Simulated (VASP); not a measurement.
# Re (P6_3/mmc) in VASP: notebook

Runs on Re. Level: r2SCAN. Tasks: single point.

Everything below comes from runs of VASP 6.6.1. Logs are shortened: lines on timing, memory, paths and dates and some standing lists are left out, and cuts for length are marked.

## Step 1: The cell of the first run

It takes space group P6_3/mmc (No. 194, hexagonal). The conventional cell has a = 2.704 Å, b = 2.704 Å, c = 4.367 Å, α = 90.00°, β = 90.00°, γ = 120.00°. Within 3.5 Å of Re (site symmetry -6m2) lie 12 Re at 2.68 to 2.70 Å.

## Step 2: Single point, r2SCAN

Contents of POSCAR:

```
Re
1.0
    2.7044413289      0.0000000000      0.0000000000
   -1.3522206645      2.3421148939      0.0000000000
    0.0000000000      0.0000000000      4.3671907899
Re
2
Direct
    0.6666666667      0.3333333333      0.7500000000
    0.3333333333      0.6666666667      0.2500000000
```

Contents of INCAR.step1:

```
SYSTEM = Re
PREC = Accurate ; ENCUT = 520
ISMEAR = -1 ; SIGMA = 0.05
LREAL = .False. ; LASPH = .True.
NELM = 100 ; NBANDS = 14
GGA = PE ; ALGO = Normal
EDIFF = 1E-4 ; LWAVE = .True.
LCHARG = .False.
```

Contents of INCAR.step2:

```
SYSTEM = Re
PREC = Accurate ; ENCUT = 520
EDIFF = 1E-7 ; ISMEAR = -1
SIGMA = 0.05 ; LREAL = .False.
LASPH = .True. ; NELM = 100
ALGO = Normal ; ISIF = 2
LWAVE = .False. ; LCHARG = .False.
METAGGA = R2SCAN ; LMIXTAU = .True.
NBANDS = 14 ; ISTART = 1
```

Contents of KPOINTS:

```
regular mesh
0
Gamma
  11 11 6
  0 0 0
```

Potentials or basis: VASP PAW PBE potentials, release 64 (Re).

Run with:

```
$ cat potpaw_PBE.64/Re/POTCAR > POTCAR
$ cp INCAR.step1 INCAR
$ mpirun -np 1 vasp_std > vasp.out
$ cp INCAR.step2 INCAR
$ mpirun -np 1 vasp_std > vasp.out
```

OUTCAR:

```text
SYSTEM = Re
   PREC = Accurate
   ENCUT = 520
   EDIFF = 1E-7
   ISMEAR = -1
   LREAL = .False.
   LASPH = .True.
   NELM = 100
   ISIF = 2
   METAGGA = R2SCAN
   ISTART = 1

 ion  position               nearest neighbor table
   1  0.667  0.333  0.750-   2 2.68   2 2.68   2 2.68   2 2.68   2 2.68   2 2.68
   2  0.333  0.667  0.250-   1 2.68   1 2.68   1 2.68   1 2.68   1 2.68   1 2.68

  LATTYP: Found a hexagonal cell.
 ALAT       =     2.7044413289
 C/A-ratio  =     1.6148217908

  Lattice vectors:

 A1 = (   2.7044413289,   0.0000000000,   0.0000000000)
 A2 = (  -1.3522206645,   2.3421148939,   0.0000000000)
 A3 = (   0.0000000000,   0.0000000000,   4.3671907899)

Analysis of symmetry for initial positions (statically):
=====================================================================
 Subroutine PRICEL returns:
 Original cell was already a primitive cell.

 Routine SETGRP: Setting up the symmetry group for a
 hexagonal supercell.

 Subroutine GETGRP returns: Found 24 space group operations
 (whereof 12 operations were pure point group operations)
 out of a pool of 24 trial point group operations.

The static configuration has the point symmetry D_3d.
 The point group associated with its full space group is D_6h.

Analysis of symmetry for dynamics (positions and initial velocities):
=====================================================================
 Subroutine PRICEL returns:
 Original cell was already a primitive cell.

 Routine SETGRP: Setting up the symmetry group for a
 hexagonal supercell.

 Subroutine GETGRP returns: Found 24 space group operations
 (whereof 12 operations were pure point group operations)
 out of a pool of 24 trial point group operations.

The dynamic configuration has the point symmetry D_3d.
 The point group associated with its full space group is D_6h.

 Subroutine INISYM returns: Found 24 space group operations
 (whereof 12 operations are pure point group operations),
 and found     1 'primitive' translations

----------------------------------------------------------------------------------------

                                     Primitive cell

  volume of cell :      27.6623

  direct lattice vectors                    reciprocal lattice vectors
     2.704441329  0.000000000  0.000000000     0.369762135  0.213482268  0.000000000
    -1.352220664  2.342114894  0.000000000     0.000000000  0.426964536  0.000000000
     0.000000000  0.000000000  4.367190790     0.000000000  0.000000000  0.228980150

  length of vectors
[... 94 lines left out ...]
   NUPDOWN=      -1.0000    fix difference up-down
   EMIN   =  10.00;   EMAX   =-10.00  energy-range for DOS
   EFERMI =   0.00;   METHOD = LEGACY
   ISMEAR =    -1;   SIGMA  =   0.05  broadening in eV -4-tet -1-fermi 0-gaus
   EFERMI_NEDOS =   21; number of points for ismear=-14 and -15
   IALGO  =     38    algorithm
   IMIX   =      4    mixing-type and parameters
     AMIX     =   0.40;   BMIX     =  1.00
     AMIX_MAG =   1.60;   BMIX_MAG =  1.00
  volume/ion in A,a.u.               =      13.83        93.34
  Fermi-wavevector in a.u.,A,eV,Ry     =   1.304633  2.465398 23.158014  1.702066
  Thomas-Fermi vector in A             =   2.435555
   LORBIT       =      0    0 simple, 1 ext, 2 COOP (PROOUT), +10 PAW based schemes
   METAGGA = R2SCAN    functional components
   LHFCALC =     F    Hartree Fock is set to
   AEXX    =    0.0000 exact exchange contribution
   IVDW    =     0    specifies the selected vdW correction
   LEPSILON=     F    determine dielectric tensor
   LRPA    =     F    only Hartree local field effects (RPA)
 non-spin polarized calculation
  energy-cutoff  :      520.00
  volume of cell :       27.66
 maximum number of plane-waves:       768
 NGX is ok and might be reduce to    20
   NGX =  9   NGY =  9   NGZ = 17

 number of electron      14.0000000 magnetization

 Free energy of the ion-electron system (eV)
  ---------------------------------------------------
  ext. energy  EPLUGINS =         0.00000000
  ---------------------------------------------------
  free energy    TOTEN  =      -104.76029989 eV

  energy without entropy =     -104.74872758  energy(sigma->0) =     -104.75451373

 E-fermi :   8.4845     XC(G=0): -15.3760

 val. band max:        8.4513110096   @ k =   0.1818  -0.0000   0.1667
 cond. band min:       8.5343969694   @ k =   0.3636   0.1818   0.3333
 fundamental gap:      0.0830859598
 Fermi energy:         8.4845369276

 k-point     1 :       0.0000    0.0000    0.0000
  band No.  band energies     occupation
      1      -2.3072      2.00000
      2       1.0544      2.00000
      3       6.6571      2.00000
      4       6.6648      2.00000
      5       6.6648      2.00000
      6       7.6204      2.00000
      7       7.6204      2.00000
      8       8.6850      0.03566
      9       8.6850      0.03566
     10       9.1795      0.00000
     11      12.2872      0.00000
     12      12.2872      0.00000
     13      19.9030      0.00000
     14      23.3610      0.00000
[... 377 lines left out ...]
      1       0.2663      2.00000
      2       2.9475      2.00000
      3       4.4452      2.00000
      4       4.8005      2.00000
      5       6.2397      2.00000
      6       7.0359      2.00000
      7       7.7403      2.00000
      8       8.7998      0.00365
      9       9.6087      0.00000
     10      10.0545      0.00000
     11      12.7589      0.00000
     12      16.2266      0.00000
     13      21.0420      0.00000
     14      25.9598      0.00000

 [... further k-points ...]

------------------------ aborting loop because EDIFF is reached ----------------------------------------

  FORCE on cell =-STRESS in cart. coord.  units (eV):
  Direction    XX          YY          ZZ          XY          YZ          ZX
  --------------------------------------------------------------------------------------
  -------------------------------------------------------------------------------------
  Total        4.6874224      4.6874224      4.8377626     -0.0000000     -0.0000000      0.0000000
  in kB      271.4918170    271.4918170    280.1994040     -0.0000000     -0.0000000      0.0000000
  external PRESSURE =     274.3943460 kB  Pullay stress =       0.0000000 kB

 VOLUME and BASIS-vectors are now :
 -----------------------------------------------------------------------------
  energy-cutoff  :      520.00
  volume of cell :       27.66
      direct lattice vectors                 reciprocal lattice vectors
     2.704441329  0.000000000  0.000000000     0.369762135  0.213482268  0.000000000
    -1.352220664  2.342114894  0.000000000     0.000000000  0.426964536  0.000000000
     0.000000000  0.000000000  4.367190790     0.000000000  0.000000000  0.228980150

 POSITION                                       TOTAL-FORCE (eV/Angst)
 -----------------------------------------------------------------------------------
      1.35222      0.78070      3.27539        -0.000000      0.000000      0.000000
     -0.00000      1.56141      1.09180         0.000000      0.000000      0.000000
 -----------------------------------------------------------------------------------
    total drift:                               -0.000000      0.000000     -0.000000

  FREE ENERGIE OF THE ION-ELECTRON SYSTEM (eV)
  ---------------------------------------------------
  free  energy   TOTEN  =      -104.7602998902 eV

  energy  without entropy=     -104.7487275778  energy(sigma->0) =     -104.75451373
```

OSZICAR.step1:

```text
N       E                     dE             d eps       ncg     rms          rms(c)
DAV:   1     0.218560112414E+02    0.21856E+02   -0.69322E+03  3568   0.129E+03
DAV:   2    -0.248287949641E+02   -0.46685E+02   -0.41382E+02  2892   0.301E+02
DAV:   3    -0.259166583104E+02   -0.10879E+01   -0.10424E+01  2870   0.448E+01
DAV:   4    -0.259257222182E+02   -0.90639E-02   -0.90563E-02  2668   0.267E+00
DAV:   5    -0.259258898792E+02   -0.16766E-03   -0.16763E-03  2864   0.691E-01    0.481E+01
DAV:   6    -0.250021016042E+02    0.92379E+00   -0.58047E-01  3114   0.213E+01    0.215E+01
DAV:   7    -0.246472393596E+02    0.35486E+00   -0.49891E-01  3122   0.191E+01    0.434E-01
DAV:   8    -0.246376615946E+02    0.95778E-02   -0.64599E-03  2696   0.623E-01    0.136E-01
DAV:   9    -0.246367117415E+02    0.94985E-03   -0.25223E-04  2374   0.230E-01    0.686E-02
DAV:  10    -0.246367362507E+02   -0.24509E-04   -0.11477E-04  1340   0.294E-01
   1 F= -.24636736E+02 E0= -.24630865E+02  d E =-.117423E-01
```

It took 89 s on 1 thread of Intel Xeon 6975P-C, shared host; peak memory 0.16 GiB.

What came out:

```yaml
Free_energy: -104.7603 eV
Pressure: 27.4 GPa
Band_gap_on_the_k_mesh: zero (band 7 reaches 10.01 eV, above the bottom of band 8 at 6.52 eV)
```

Caveat: the PAW data sets were made with another functional, which shifts forces and pressure a little; spin-orbit coupling is left out, which moves the levels of the heavy elements.

## Step 3: Single point, r2SCAN

This run uses another cell than the first one, of 14.13 Å³/atom, 1.021 times its volume.

Contents of POSCAR:

```
Re
1.0
    2.7234873179      0.0000000000      0.0000000000
   -1.3617436590      2.3586092042      0.0000000000
    0.0000000000      0.0000000000      4.3979466679
Re
2
Direct
    0.6666666667      0.3333333333      0.7500000000
    0.3333333333      0.6666666667      0.2500000000
```

Contents of INCAR.step1:

```
PREC = Accurate
ENCUT = 520
ISMEAR = -1
SIGMA = 0.05
LREAL = F
LASPH = T
NELM = 80
NBANDS = 14
GGA = PE
ALGO = Normal
EDIFF = 1E-4
LWAVE = T
LCHARG = F
```

Contents of INCAR.step2:

```
PREC = Accurate
ENCUT = 520
EDIFF = 1E-6
ISMEAR = -1
SIGMA = 0.05
LREAL = F
LASPH = T
NELM = 80
ALGO = Normal
ISIF = 2
LWAVE = F
LCHARG = F
METAGGA = R2SCAN
LMIXTAU = T
NBANDS = 14
ISTART = 1
```

Contents of KPOINTS:

```
Automatic mesh
0
Gamma
  11 11 6
```

Potentials or basis: VASP PAW PBE potentials, release 64 (Re).

Run with:

```
$ cat potpaw_PBE.64/Re/POTCAR > POTCAR
$ cp INCAR.step1 INCAR
$ mpirun -np 1 vasp_std > vasp.out
$ cp INCAR.step2 INCAR
$ mpirun -np 1 vasp_std > vasp.out
```

Run time: 100 s. Hardware: 1 thread of Intel Xeon 6975P-C, shared host; peak memory 0.16 GiB.

The run converged. Its results:

- Free energy: -104.8424 eV
- Pressure: 17.2 GPa
- Band gap on the k mesh: zero (band 7 reaches 9.66 eV, above the bottom of band 8 at 6.32 eV)

Stress tensor (GPa, compression positive):
```
16.87  0.00  0.00
 0.00 16.87  0.00
 0.00  0.00 17.73
```

Levels at points of the mesh, in eV from the Fermi level:
| k point | band 3 | band 4 | band 5 | band 6 | band 7 | band 8 | band 9 | band 10 | band 11 | band 12 |
| --- | --- | --- | --- | --- | --- | --- | --- | --- | --- | --- |
| (0.00, 0.00, 0.00) | -1.76 | -1.75 | -1.75 | -0.83 | -0.83 | 0.21 | 0.21 | 0.64 | 3.70 | 3.70 |
| (0.00, 0.00, 0.50) | -2.64 | -2.64 | -1.89 | -1.89 | -1.89 | -1.89 | 2.81 | 2.81 | 2.81 | 2.81 |

Caveat: the PAW data sets were made with another functional, which shifts forces and pressure a little; spin-orbit coupling is left out, which moves the levels of the heavy elements.

(Continued in part 2 of 2.)
